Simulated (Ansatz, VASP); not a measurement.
**NaF: VASP beside Ansatz**

```
Na F
1.0
     0.00000    2.32000    2.32000
     2.32000    0.00000    2.32000
     2.32000    2.32000    0.00000
Na F
1 1
Direct
  0.00000 0.00000 0.00000
  0.50000 0.50000 0.50000
```

Alike in both runs: task single point; functional PBE-based screened hybrid with a share of 0.1 of exact exchange and HFSCREEN = 0.2078699; k mesh 6 × 6 × 6; occupations fermi-dirac, width 0.05 eV; no spin polarisation.

|  | VASP | Ansatz |
| --- | --- | --- |
| version | VASP 6.6.1 | Ansatz 0.2.0 |
| potentials or method | VASP PAW PBE potentials, release 64 (Na_pv, F) | Ansatz PAW |
| plane-wave cutoff (eV) | 520 | 420 |
| valence electrons in the cell | 14 | 16 |

Ansatz gave:

```
gap on the k mesh at the Fermi level (eV) : 7.15
least direct gap on the mesh (eV)         : 7.15
pressure (GPa)                            : 1.1
```

Question: Estimate VASP's values.

Answer: gap on the k mesh at the Fermi level (eV): 7.13; least direct gap on the mesh (eV): 7.13; pressure (GPa): 1.1.

VASP's potentials were made for PBE, not for PBE-based screened hybrid. With one functional, cell and mesh, what is left measures potentials, basis and numerics. VASP's potentials hold 14 valence electrons a cell and Ansatz's 16, so a difference there can come from the potentials and not from the codes.
